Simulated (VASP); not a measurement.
# Mo (Im-3m) in VASP: single point with PBE

Aim: the single point of Mo with PBE.

All numbers are computed with VASP 6.6.1; they aren't measurements. Logs are shortened: lines on timing, memory, paths and dates and some standing lists are left out, and cuts for length are marked.

**1. The cell of the first run**

The structure is cubic, space group Im-3m (No. 229). The conventional cell has a = 3.161 Å, b = 3.161 Å, c = 3.161 Å, α = 90.00°, β = 90.00°, γ = 90.00°. Within 3.6 Å of Mo (site symmetry m-3m) lie 14 Mo at 2.74 to 3.16 Å.

**2. Single point, PBE**

File INCAR:

```
SYSTEM = Mo
  PREC = Accurate
  ENCUT = 500
  EDIFF = 1E-6
  ISMEAR = -1
  SIGMA = 0.1
  LREAL = .False.
  LASPH = .True.
  NELM = 120
  ALGO = Normal
  ISIF = 2
  LWAVE = .False.
  LCHARG = .False.
  GGA = PE
  NBANDS = 13
  GGA_COMPAT = .False.
```

File KPOINTS:

```
Automatic mesh
0
Gamma
  4 4 4
  0 0 0
```

File POSCAR:

```
Mo
1.0
    1.5805386236      1.5805386236      1.5805386236
   -1.5805386236      1.5805386236      1.5805386236
   -1.5805386236     -1.5805386236      1.5805386236
Mo
1
Direct
    0.0000000000      0.0000000000      0.0000000000
```

Potentials or basis: VASP PAW PBE potentials, release 64 (Mo_sv).

Started as:

```bash
cat potpaw_PBE.64/Mo_sv/POTCAR > POTCAR
mpirun -np 1 vasp_std > vasp.out
```

OUTCAR:

```text
SYSTEM = Mo
   PREC = Accurate
   ENCUT = 500
   EDIFF = 1E-6
   ISMEAR = -1
   LREAL = .False.
   LASPH = .True.
   NELM = 120
   ISIF = 2
   GGA = PE

 ion  position               nearest neighbor table
   1  0.000  0.000  0.000-

  LATTYP: Found a body centered cubic cell.
 ALAT       =     3.1610772472

  Lattice vectors:

 A1 = (   1.5805386236,  -1.5805386236,  -1.5805386236)
 A2 = (   1.5805386236,   1.5805386236,   1.5805386236)
 A3 = (  -1.5805386236,  -1.5805386236,   1.5805386236)

Analysis of symmetry for initial positions (statically):
=====================================================================
 Subroutine PRICEL returns:
 Original cell was already a primitive cell.

 Routine SETGRP: Setting up the symmetry group for a
 body centered cubic supercell.

 Subroutine GETGRP returns: Found 48 space group operations
 (whereof 48 operations were pure point group operations)
 out of a pool of 48 trial point group operations.

The static configuration has the point symmetry O_h .

Analysis of symmetry for dynamics (positions and initial velocities):
=====================================================================
 Subroutine PRICEL returns:
 Original cell was already a primitive cell.

 Routine SETGRP: Setting up the symmetry group for a
 body centered cubic supercell.

 Subroutine GETGRP returns: Found 48 space group operations
 (whereof 48 operations were pure point group operations)
 out of a pool of 48 trial point group operations.

The dynamic configuration has the point symmetry O_h .

 Subroutine INISYM returns: Found 48 space group operations
 (whereof 48 operations are pure point group operations),
 and found     1 'primitive' translations

----------------------------------------------------------------------------------------

                                     Primitive cell

  volume of cell :      15.7934

  direct lattice vectors                    reciprocal lattice vectors
     1.580538624  1.580538624  1.580538624     0.316347853  0.000000000  0.316347853
    -1.580538624  1.580538624  1.580538624    -0.316347853  0.316347853  0.000000000
    -1.580538624 -1.580538624  1.580538624     0.000000000 -0.316347853  0.316347853

  length of vectors
     2.737573199  2.737573199  2.737573199     0.447383424  0.447383424  0.447383424

  position of ions in fractional coordinates (direct lattice)
     0.000000000  0.000000000  0.000000000

  ion indices of the primitive-cell ions
[... 63 lines left out ...]
   ISIF   =      2    stress and relaxation
   ISYM   =      2    0-nonsym 1-usesym 2-fastsym
   POTIM  = 0.5000    time-step for ionic-motion
   TEBEG  =    0.0;   TEEND  =   0.0 temperature during run
   PSTRESS=    0.0 pullay stress
   NELECT =      14.0000    total number of electrons
   NUPDOWN=      -1.0000    fix difference up-down
   EMIN   =  10.00;   EMAX   =-10.00  energy-range for DOS
   EFERMI =   0.00;   METHOD = LEGACY
   ISMEAR =    -1;   SIGMA  =   0.10  broadening in eV -4-tet -1-fermi 0-gaus
   EFERMI_NEDOS =   21; number of points for ismear=-14 and -15
   IALGO  =     38    algorithm
   IMIX   =      4    mixing-type and parameters
     AMIX     =   0.40;   BMIX     =  1.00
     AMIX_MAG =   1.60;   BMIX_MAG =  1.00
  volume/ion in A,a.u.               =      15.79       106.58
  Fermi-wavevector in a.u.,A,eV,Ry     =   1.572627  2.971834 33.649327  2.473156
  Thomas-Fermi vector in A             =   2.674033
   LORBIT       =      0    0 simple, 1 ext, 2 COOP (PROOUT), +10 PAW based schemes
   GGA     = PE    functional components
   LHFCALC =     F    Hartree Fock is set to
   AEXX    =    0.0000 exact exchange contribution
   IVDW    =     0    specifies the selected vdW correction
   LEPSILON=     F    determine dielectric tensor
   LRPA    =     F    only Hartree local field effects (RPA)
 non-spin polarized calculation
  energy-cutoff  :      500.00
  volume of cell :       15.79
 maximum number of plane-waves:       420
 NGX is ok and might be reduce to    20
   NGX =  9   NGY =  9   NGZ =  9

 number of electron      14.0000004 magnetization

 Free energy of the ion-electron system (eV)
  ---------------------------------------------------
  ext. energy  EPLUGINS =         0.00000000
  ---------------------------------------------------
  free energy    TOTEN  =       -10.90070489 eV

  energy without entropy =      -10.89586523  energy(sigma->0) =      -10.89828506

 E-fermi :  12.3126     XC(G=0): -13.3244

 val. band max:       11.8444771922   @ k =   0.2500   0.2500   0.2500
 cond. band min:      12.7603964729   @ k =   0.5000   0.2500   0.2500
 fundamental gap:      0.9159192807
 Fermi energy:        12.3125787063

 k-point     1 :       0.0000    0.0000    0.0000
  band No.  band energies     occupation
      1     -48.7976      2.00000
      2     -22.0905      2.00000
      3     -22.0905      2.00000
      4     -22.0905      2.00000
      5       5.2274      2.00000
      6      11.1170      1.99999
      7      11.1170      1.99999
      8      11.1170      1.99999
      9      14.1004      0.00000
     10      14.1004      0.00000
     11      27.2393      0.00000
     12      27.2393      0.00000
     13      27.2393      0.00000
[... 98 lines left out ...]
  band No.  band energies     occupation
      1     -48.3639      2.00000
      2     -23.0280      2.00000
      3     -23.0280      2.00000
      4     -23.0280      2.00000
      5       7.0798      2.00000
      6       7.0798      2.00000
      7      16.3911      0.00000
      8      16.3911      0.00000
      9      16.3911      0.00000
     10      21.4206      0.00000
     11      21.4206      0.00000
     12      21.4206      0.00000
     13      31.9497      0.00000

------------------------ aborting loop because EDIFF is reached ----------------------------------------

  FORCE on cell =-STRESS in cart. coord.  units (eV):
  Direction    XX          YY          ZZ          XY          YZ          ZX
  --------------------------------------------------------------------------------------
  -------------------------------------------------------------------------------------
  Total        0.1016018      0.1016018      0.1016018     -0.0000000     -0.0000000     -0.0000000
  in kB       10.3070995     10.3070995     10.3070995     -0.0000000     -0.0000000     -0.0000000
  external PRESSURE =      10.3070995 kB  Pullay stress =       0.0000000 kB

 VOLUME and BASIS-vectors are now :
 -----------------------------------------------------------------------------
  energy-cutoff  :      500.00
  volume of cell :       15.79
      direct lattice vectors                 reciprocal lattice vectors
     1.580538624  1.580538624  1.580538624     0.316347853  0.000000000  0.316347853
    -1.580538624  1.580538624  1.580538624    -0.316347853  0.316347853  0.000000000
    -1.580538624 -1.580538624  1.580538624     0.000000000 -0.316347853  0.316347853

 POSITION                                       TOTAL-FORCE (eV/Angst)
 -----------------------------------------------------------------------------------
      0.00000      0.00000      0.00000        -0.000000     -0.000000     -0.000000
 -----------------------------------------------------------------------------------
    total drift:                                0.000000     -0.000000     -0.000000

  FREE ENERGIE OF THE ION-ELECTRON SYSTEM (eV)
  ---------------------------------------------------
  free  energy   TOTEN  =       -10.9007048876 eV

  energy  without entropy=      -10.8958652272  energy(sigma->0) =      -10.89828506
```

OSZICAR:

```text
N       E                     dE             d eps       ncg     rms          rms(c)
DAV:   1     0.937051027132E+02    0.93705E+02   -0.76468E+03   216   0.108E+03
DAV:   2    -0.104621731611E+02   -0.10417E+03   -0.99916E+02   233   0.302E+02
DAV:   3    -0.115113971732E+02   -0.10492E+01   -0.10476E+01   233   0.316E+01
DAV:   4    -0.115137339415E+02   -0.23368E-02   -0.23367E-02   223   0.179E+00
DAV:   5    -0.115137468059E+02   -0.12864E-04   -0.12864E-04   233   0.123E-01    0.142E+01
DAV:   6    -0.109833621964E+02    0.53038E+00   -0.65409E-01   208   0.994E+00    0.404E+00
DAV:   7    -0.109041793091E+02    0.79183E-01   -0.14546E-01   218   0.453E+00    0.979E-01
DAV:   8    -0.109006216259E+02    0.35577E-02   -0.39728E-03   223   0.811E-01    0.197E-01
DAV:   9    -0.109006961597E+02   -0.74534E-04   -0.91489E-05   218   0.116E-01    0.876E-02
DAV:  10    -0.109007045458E+02   -0.83861E-05   -0.13289E-05   208   0.431E-02    0.933E-03
DAV:  11    -0.109007048876E+02   -0.34188E-06   -0.14906E-07   114   0.420E-03
   1 F= -.10900705E+02 E0= -.10898285E+02  d E =-.483966E-02
```

Wall time 6.9 s (1 thread of AMD EPYC 7R13 (Zen 3), shared host); peak memory 0.09 GiB.

Results:

| Quantity | Value |
| --- | --- |
| Free energy | -10.9007 eV |
| Pressure | 1.0 GPa |
| Band gap on the k mesh | zero (band 7 reaches 16.39 eV, above the bottom of band 8 at 11.12 eV) |

Caveat: the k points lie up to 0.70 Å⁻¹ apart.
